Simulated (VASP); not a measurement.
Wanted: the native input for a VASP 6.6.1 run.

- Task: single point
- Functional: r2SCAN
- Potentials or basis: VASP PAW PBE potentials, release 64 (Sc_sv, Al)
- Cutoff: 520 eV
- k mesh: 12 × 12 × 12
- Occupations: gaussian, width 0.2 eV
- Spin: no spin polarisation
- Dipole correction: no
- Further INCAR settings: ALGO = Normal; EDIFF = 1e-07; NBANDS = 14

Crystal: ScAl.

```
CELL_PARAMETERS angstrom
3.37035 0.00000 0.00000
0.00000 3.37035 0.00000
0.00000 0.00000 3.37035
ATOMIC_POSITIONS crystal
Sc 0.50000 0.50000 0.50000
Al 0.00000 0.00000 0.00000
```

One way to write it, as run:

POSCAR

```
ScAl
1.0
    3.3703489700      0.0000000000      0.0000000000
    0.0000000000      3.3703489700      0.0000000000
    0.0000000000      0.0000000000      3.3703489700
Sc Al
1 1
Direct
    0.5000000000      0.5000000000      0.5000000000
    0.0000000000      0.0000000000      0.0000000000
```

INCAR.step1

```
SYSTEM = ScAl
PREC = Accurate ; ENCUT = 520
ISMEAR = 0 ; SIGMA = 0.2
LREAL = .FALSE. ; LASPH = .TRUE.
NELM = 100 ; NBANDS = 14
GGA = PE ; ALGO = Normal
EDIFF = 1E-4 ; LWAVE = .TRUE.
LCHARG = .FALSE.
```

INCAR.step2

```
SYSTEM = ScAl
PREC = Accurate ; ENCUT = 520
EDIFF = 1E-7 ; ISMEAR = 0
SIGMA = 0.2 ; LREAL = .FALSE.
LASPH = .TRUE. ; NELM = 100
ALGO = Normal ; ISIF = 2
LWAVE = .FALSE. ; LCHARG = .FALSE.
METAGGA = R2SCAN ; LMIXTAU = .TRUE.
NBANDS = 14 ; ISTART = 1
```

KPOINTS

```
regular mesh
0
G
  12 12 12
  0 0 0
```

Potentials or basis: VASP PAW PBE potentials, release 64 (Sc_sv, Al).

Run with:

```bash
$ cat potpaw_PBE.64/Sc_sv/POTCAR potpaw_PBE.64/Al/POTCAR > POTCAR
$ cp INCAR.step1 INCAR
$ mpirun -np 1 vasp_std > vasp.out
$ cp INCAR.step2 INCAR
$ mpirun -np 1 vasp_std > vasp.out
```

It gave:

```
Pressure               : 0.2 GPa
Band gap on the k mesh : zero (bands 7 and 8 overlap by 1.27 eV)
```

Caveat: the PAW data sets were made with another functional, which shifts forces and pressure a little.

Wall time 110 s on 1 thread of Intel(R) Xeon(R) 6975P-C (Granite Rapids) (shared host), peak memory 0.18 GiB.
